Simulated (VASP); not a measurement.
# ZnSe (F-43m) in VASP: notebook

Runs on ZnSe. Level: PBE+D3(BJ). Tasks: single point, relaxation of cell and atoms.

Program: VASP 6.6.1. These are calculated values, not measurements. Logs are shortened: lines on timing, memory, paths and dates and some standing lists are left out, and cuts for length are marked.

## 1. The cell of the first run

Symmetry: F-43m, No. 216, cubic system. Conventional cell: a = 5.654 Å, b = 5.654 Å, c = 5.654 Å, α = 90.00°, β = 90.00°, γ = 90.00°. Within 3.2 Å of Zn (site symmetry -43m) lie 4 Se at 2.45 Å. Se (site symmetry -43m) has 4 Zn at 2.45 Å within 3.2 Å.

## 2. Single point, PBE+D3(BJ)

INCAR reads:

```
PREC = Accurate
ENCUT = 500
EDIFF = 1E-6
ISMEAR = 0
SIGMA = 0.02
LREAL = F
LASPH = T
NELM = 120
ALGO = Normal
ISIF = 2
LWAVE = F
LCHARG = F
GGA = PE
IVDW = 12
NBANDS = 16
GGA_COMPAT = F
```

KPOINTS reads:

```
regular mesh
0
Gamma
  8 8 8
```

POSCAR reads:

```
ZnSe
1.0
    0.0000000000      2.8268712447      2.8268712447
    2.8268712447      0.0000000000      2.8268712447
    2.8268712447      2.8268712447      0.0000000000
Zn Se
1 1
Direct
    0.0000000000      0.0000000000      0.0000000000
    0.2500000000      0.2500000000      0.2500000000
```

Potentials or basis: VASP PAW PBE potentials, release 64 (Zn, Se).

Run with:

```
cat potpaw_PBE.64/Zn/POTCAR potpaw_PBE.64/Se/POTCAR > POTCAR
mpirun -np 1 vasp_std > vasp.out
```

OUTCAR:

```text
PREC = Accurate
   ENCUT = 500
   EDIFF = 1E-6
   ISMEAR = 0
   LREAL = F
   LASPH = T
   NELM = 120
   ISIF = 2
   GGA = PE
   IVDW = 12
 IVDW          = 12

 ion  position               nearest neighbor table
   1  0.000  0.000  0.000-   2 2.45   2 2.45   2 2.45   2 2.45
   2  0.250  0.250  0.250-   1 2.45   1 2.45   1 2.45   1 2.45

  LATTYP: Found a face centered cubic cell.
 ALAT       =     5.6537424894

  Lattice vectors:

 A1 = (   0.0000000000,   2.8268712447,   2.8268712447)
 A2 = (   2.8268712447,   0.0000000000,   2.8268712447)
 A3 = (   2.8268712447,   2.8268712447,   0.0000000000)

Analysis of symmetry for initial positions (statically):
=====================================================================
 Subroutine PRICEL returns:
 Original cell was already a primitive cell.

 Routine SETGRP: Setting up the symmetry group for a
 face centered cubic supercell.

 Subroutine GETGRP returns: Found 24 space group operations
 (whereof 24 operations were pure point group operations)
 out of a pool of 48 trial point group operations.

The static configuration has the point symmetry T_d .

Analysis of symmetry for dynamics (positions and initial velocities):
=====================================================================
 Subroutine PRICEL returns:
 Original cell was already a primitive cell.

 Routine SETGRP: Setting up the symmetry group for a
 face centered cubic supercell.

 Subroutine GETGRP returns: Found 24 space group operations
 (whereof 24 operations were pure point group operations)
 out of a pool of 48 trial point group operations.

The dynamic configuration has the point symmetry T_d .

 Subroutine INISYM returns: Found 24 space group operations
 (whereof 24 operations are pure point group operations),
 and found     1 'primitive' translations

----------------------------------------------------------------------------------------

                                     Primitive cell

  volume of cell :      45.1802

  direct lattice vectors                    reciprocal lattice vectors
     0.000000000  2.826871245  2.826871245    -0.176873991  0.176873991  0.176873991
     2.826871245  0.000000000  2.826871245     0.176873991 -0.176873991  0.176873991
     2.826871245  2.826871245  0.000000000     0.176873991  0.176873991 -0.176873991

  length of vectors
     3.997799653  3.997799653  3.997799653     0.306354740  0.306354740  0.306354740

  position of ions in fractional coordinates (direct lattice)
     0.000000000  0.000000000  0.000000000
     0.250000000  0.250000000  0.250000000

  ion indices of the primitive-cell ions
   primitive index   ion index
                 1           1
                 2           2

----------------------------------------------------------------------------------------

 KPOINTS: regular mesh

Automatic generation of k-mesh.
 Grid dimensions read from file:
 generate k-points for:    8    8    8

 Generating k-lattice:

  Cartesian coordinates                     Fractional coordinates (reciprocal lattice)
    -0.022109249  0.022109249  0.022109249     0.125000000  0.000000000  0.000000000
     0.022109249 -0.022109249  0.022109249     0.000000000  0.125000000  0.000000000
     0.022109249  0.022109249 -0.022109249     0.000000000  0.000000000  0.125000000

  Length of vectors
     0.038294342  0.038294342  0.038294342

  Shift w.r.t. Gamma in fractional coordinates (k-lattice)
     0.000000000  0.000000000  0.000000000

 Subroutine IBZKPT returns following result:
 ===========================================

 Found     29 irreducible k-points:

 Following reciprocal coordinates:
            Coordinates               Weight
  0.000000  0.000000  0.000000      1.000000
  0.125000  0.000000  0.000000      8.000000
  0.250000  0.000000  0.000000      8.000000
  0.375000  0.000000  0.000000      8.000000
  0.500000  0.000000  0.000000      4.000000
  0.125000  0.125000  0.000000      6.000000
[... 16 lines left out ...]
  0.500000  0.250000  0.125000     48.000000
 -0.375000  0.250000  0.125000     24.000000
 [... further k-points ...]
   k-points           NKPTS =     29   k-points in BZ     NKDIM =     29   number of bands    NBANDS=     16
   number of dos      NEDOS =    301   number of ions     NIONS =      2
   total plane-waves  NPLWV =  27000
   dimension x,y,z NGX =    30 NGY =   30 NGZ =   30
   dimension x,y,z NGXF=    60 NGYF=   60 NGZF=   60
   ions per type =               1   1
   NGX,Y,Z   is equivalent  to a cutoff of  12.48, 12.48, 12.48 a.u.
   NGXF,Y,Z  is equivalent  to a cutoff of  24.95, 24.95, 24.95 a.u.
 SYSTEM =  unknown system
   PREC   = accura    normal or accurate (medium, high low for compatibility)
   ISTART =      0    job   : 0-new  1-cont  2-samecut
   ICHARG =      2    charge: 1-file 2-atom 10-const
   ISPIN  =      1    spin polarized calculation?
   LNONCOLLINEAR =      F non collinear calculations
   LSORBIT =      F    spin-orbit coupling
   LASPH  =      T    aspherical Exc in radial PAW
   ENCUT  =  500.0 eV  36.75 Ry    6.06 a.u.   7.29  7.29  7.29*2*pi/ulx,y,z
   NELM   =    120;   NELMIN=  2; NELMDL= -5     # of ELM steps
   EDIFF  = 0.1E-05   stopping-criterion for ELM
   LREAL  =      F    real-space projection
   EDIFFG = 0.1E-04   stopping-criterion for IOM
   NSW    =      0    number of steps for IOM
   IBRION =     -1    ionic relax: 0-MD 1-quasi-New 2-CG
   NFREE  =      0    steps in history (QN), initial steepest desc. (CG)
   ISIF   =      2    stress and relaxation
   ISYM   =      2    0-nonsym 1-usesym 2-fastsym
   POTIM  = 0.5000    time-step for ionic-motion
   TEBEG  =    0.0;   TEEND  =   0.0 temperature during run
   PSTRESS=    0.0 pullay stress
   NELECT =      18.0000    total number of electrons
   NUPDOWN=      -1.0000    fix difference up-down
   EMIN   =  10.00;   EMAX   =-10.00  energy-range for DOS
   EFERMI =   0.00;   METHOD = LEGACY
   ISMEAR =     0;   SIGMA  =   0.02  broadening in eV -4-tet -1-fermi 0-gaus
   EFERMI_NEDOS =   21; number of points for ismear=-14 and -15
   IALGO  =     38    algorithm
   IMIX   =      4    mixing-type and parameters
     AMIX     =   0.40;   BMIX     =  1.00
     AMIX_MAG =   1.60;   BMIX_MAG =  1.00
  volume/ion in A,a.u.               =      22.59       152.45
  Fermi-wavevector in a.u.,A,eV,Ry     =   1.204619  2.276399 19.743502  1.451106
  Thomas-Fermi vector in A             =   2.340339
   LORBIT       =      0    0 simple, 1 ext, 2 COOP (PROOUT), +10 PAW based schemes
   GGA     = PE    functional components
   LHFCALC =     F    Hartree Fock is set to
   AEXX    =    0.0000 exact exchange contribution
   IVDW    =    12    specifies the selected vdW correction
   LEPSILON=     F    determine dielectric tensor
   LRPA    =     F    only Hartree local field effects (RPA)
 non-spin polarized calculation
 Gauss-broadening in eV      SIGMA  =   0.02
  energy-cutoff  :      500.00
  volume of cell :       45.18
 maximum number of plane-waves:      1174
 NGX is ok and might be reduce to    30
   NGX = 15   NGY = 15   NGZ = 15

 number of electron      18.0000006 magnetization

 Free energy of the ion-electron system (eV)
  ---------------------------------------------------
  ext. energy  EPLUGINS =         0.00000000
  ---------------------------------------------------
  free energy    TOTEN  =        -6.01461096 eV

  energy without entropy =       -6.01461096  energy(sigma->0) =       -6.01461096

 E-fermi :   1.7851     XC(G=0):  -9.3553

 val. band max:        1.6765545076   @ k =   0.0000   0.0000   0.0000
 cond. band min:       2.9965483791   @ k =   0.0000   0.0000   0.0000
 fundamental gap:      1.3199938715
 Fermi energy:         1.7850538474

 k-point     1 :       0.0000    0.0000    0.0000
  band No.  band energies     occupation
      1     -11.6300      2.00000
      2      -4.8966      2.00000
      3      -4.8966      2.00000
      4      -4.8966      2.00000
      5      -4.5201      2.00000
      6      -4.5201      2.00000
[... 8 lines left out ...]
     15      13.1521      0.00000
     16      13.1521      0.00000

 k-point     2 :       0.1250    0.0000    0.0000
  band No.  band energies     occupation
      1     -11.5279      2.00000
      2      -4.8901      2.00000
      3      -4.8805      2.00000
      4      -4.8805      2.00000
      5      -4.5216      2.00000
      6      -4.5216      2.00000
[... 8 lines left out ...]
     15      12.3638      0.00000
     16      12.4984      0.00000

 k-point     3 :       0.2500    0.0000    0.0000
  band No.  band energies     occupation
      1     -11.2626      2.00000
      2      -4.8451      2.00000
      3      -4.8451      2.00000
      4      -4.8355      2.00000
      5      -4.5201      2.00000
      6      -4.5201      2.00000
[... 8 lines left out ...]
     15      12.1273      0.00000
     16      12.4103      0.00000

 k-point     4 :       0.3750    0.0000    0.0000
  band No.  band energies     occupation
      1     -10.9642      2.00000
      2      -4.8167      2.00000
      3      -4.8167      2.00000
      4      -4.6394      2.00000
      5      -4.5092      2.00000
      6      -4.5092      2.00000
[... 8 lines left out ...]
     15      13.2510      0.00000
     16      13.2510      0.00000
[... 324 lines left out ...]
 k-point    22 :       0.3750    0.2500    0.1250
  band No.  band energies     occupation
      1     -11.0548      2.00000
      2      -4.8554      2.00000
      3      -4.7929      2.00000
      4      -4.7659      2.00000
      5      -4.5348      2.00000
      6      -4.4949      2.00000
[... 8 lines left out ...]
     15      13.9666      0.00000
     16      15.1684      0.00000

 k-point    23 :       0.5000    0.2500    0.1250
  band No.  band energies     occupation
      1     -10.8055      2.00000
      2      -4.8007      2.00000
      3      -4.7682      2.00000
      4      -4.6361      2.00000
      5      -4.5077      2.00000
      6      -4.4556      2.00000
[... 8 lines left out ...]
     15      14.3067      0.00000
     16      15.4136      0.00000

 k-point    24 :      -0.3750    0.2500    0.1250
  band No.  band energies     occupation
      1     -10.6945      2.00000
      2      -4.7921      2.00000
      3      -4.7536      2.00000
      4      -4.5532      2.00000
      5      -4.5131      2.00000
      6      -4.3076      2.00000
[... 8 lines left out ...]
     15      14.4541      0.00000
     16      15.2772      0.00000

 [... further k-points ...]

------------------------ aborting loop because EDIFF is reached ----------------------------------------

 Edisp (eV)   -0.64982

 E8    (eV) :    -0.2718

  FORCE on cell =-STRESS in cart. coord.  units (eV):
  Direction    XX          YY          ZZ          XY          YZ          ZX
  --------------------------------------------------------------------------------------
  -------------------------------------------------------------------------------------
  Total       0.08010     0.08010     0.08010     0.00000    -0.00000     0.00000
  in kB       2.84033     2.84033     2.84033     0.00000    -0.00000     0.00000
  external pressure =        2.84 kB  Pullay stress =        0.00 kB

 VOLUME and BASIS-vectors are now :
 -----------------------------------------------------------------------------
  energy-cutoff  :      500.00
  volume of cell :       45.18
      direct lattice vectors                 reciprocal lattice vectors
     0.000000000  2.826871245  2.826871245    -0.176873991  0.176873991  0.176873991
     2.826871245  0.000000000  2.826871245     0.176873991 -0.176873991  0.176873991
     2.826871245  2.826871245  0.000000000     0.176873991  0.176873991 -0.176873991

 POSITION                                       TOTAL-FORCE (eV/Angst)
 -----------------------------------------------------------------------------------
      0.00000      0.00000      0.00000        -0.000000     -0.000000     -0.000000
      1.41344      1.41344      1.41344         0.000000      0.000000      0.000000
 -----------------------------------------------------------------------------------
    total drift:                               -0.000000     -0.000000     -0.000000

  FREE ENERGIE OF THE ION-ELECTRON SYSTEM (eV)
  ---------------------------------------------------
  free  energy   TOTEN  =        -6.6644322746 eV

  energy  without entropy=       -6.6644322746  energy(sigma->0) =       -6.66443227
```

Run time: 12 s. Hardware: 1 thread of AMD EPYC 9R45 (Zen 5), shared host; peak memory 0.15 GiB.

Results:

- Free energy: -6.6644 eV
- Pressure: 0.3 GPa
- Band gap on the k mesh: 1.32 eV, direct
- Dispersion energy per atom: -0.325 eV

Levels at points of the mesh, in eV from the valence-band top:
| k point | band 6 | band 7 | band 8 | band 9 | band 10 | band 11 | band 12 | band 13 |
| --- | --- | --- | --- | --- | --- | --- | --- | --- |
| (0.00, 0.00, 0.00) | -6.20 | 0.00 | 0.00 | 0.00 | 1.32 | 5.80 | 5.80 | 5.80 |
| (0.50, 0.00, 0.00) | -6.04 | -5.28 | -0.88 | -0.88 | 2.56 | 6.38 | 6.38 | 8.60 |
| (0.50, 0.50, 0.00) | -6.02 | -4.79 | -2.21 | -2.21 | 2.97 | 3.46 | 10.79 | 11.30 |

## 3. Relaxation of cell and atoms, PBE+D3(BJ)

This run uses another cell than the first one, of 23.54 Å³/atom, 1.042 times its volume.

INCAR reads:

```
SYSTEM = ZnSe
PREC = Accurate
ENCUT = 500
EDIFF = 1E-7
ISMEAR = 0
SIGMA = 0.02
LREAL = .False.
LASPH = .True.
NELM = 120
ALGO = Normal
ISIF = 3
LWAVE = .False.
LCHARG = .False.
GGA = PE
IVDW = 12
IBRION = 2
NSW = 70
EDIFFG = -0.005
GGA_COMPAT = .False.
NELMIN = 4
```

KPOINTS reads:

```
regular mesh
0
Gamma
  8 8 8
  0 0 0
```

POSCAR reads:

```
ZnSe
1.0
    0.0000000000      2.8659201429      2.8659201429
    2.8659201429      0.0000000000      2.8659201429
    2.8659201429      2.8659201429      0.0000000000
Zn Se
1 1
Direct
    0.0000000000      0.0000000000      0.0000000000
    0.2500000000      0.2500000000      0.2500000000
```

Potentials or basis: VASP PAW PBE potentials, release 64 (Zn, Se).

Run with:

```
cat potpaw_PBE.64/Zn/POTCAR potpaw_PBE.64/Se/POTCAR > POTCAR
mpirun -np 1 vasp_std > vasp.out
```

It took 24 s on 1 thread of AMD EPYC 9R45 (Zen 5), shared host; peak memory 0.16 GiB.

The run converged. Its results:

- Free energy: -6.6647 eV
- Relaxed volume: 22.69 Å³/atom
- Relaxed cell: a = 4.003 Å, b = 4.003 Å, c = 4.003 Å, α = 60.00°, β = 60.00°, γ = 60.00°
- Space group after relaxing (to 0.05 Å): F-43m (No. 216)
- Energy gained by relaxing: 5.9 meV/atom
- Ionic steps: 3
- Pressure after relaxing: 0.0 GPa
- Band gap on the k mesh: 1.30 eV, direct
- Dispersion energy per atom: -0.323 eV

Step by step:
| step | energy change (eV) | largest force (eV/Å) | pressure (GPa) | volume (Å³) |
| --- | --- | --- | --- | --- |
| 1 | 0.0000 | 0.0000 | -2.13 | 47.08 |
| 2 | -0.0110 | 0.0000 | 0.56 | 44.98 |
| 3 | -0.0117 | 0.0000 | 0.02 | 45.37 |

Final structure:
```xyz
2
Lattice="0.0000 2.8309 2.8309 2.8309 0.0000 2.8309 2.8309 2.8309 0.0000" Properties=species:S:1:pos:R:3 pbc="T T T"
Zn    0.0000    0.0000    0.0000
Se    1.4154    1.4154    1.4154
```

Levels at points of the mesh, in eV from the valence-band top:
| k point | band 5 | band 6 | band 7 | band 8 | band 9 | band 10 | band 11 | band 12 | band 13 |
| --- | --- | --- | --- | --- | --- | --- | --- | --- | --- |
| (0.00, 0.00, 0.00) | -6.18 | -6.18 | 0.00 | 0.00 | 0.00 | 1.30 | 5.80 | 5.80 | 5.80 |
| (0.50, 0.00, 0.00) | -6.17 | -6.02 | -5.25 | -0.87 | -0.87 | 2.55 | 6.38 | 6.38 | 8.59 |
| (0.50, 0.50, 0.00) | -6.14 | -6.00 | -4.77 | -2.20 | -2.20 | 2.98 | 3.46 | 10.76 | 11.27 |

A hybrid or GW would open this gap; PBE tends to underestimate it.
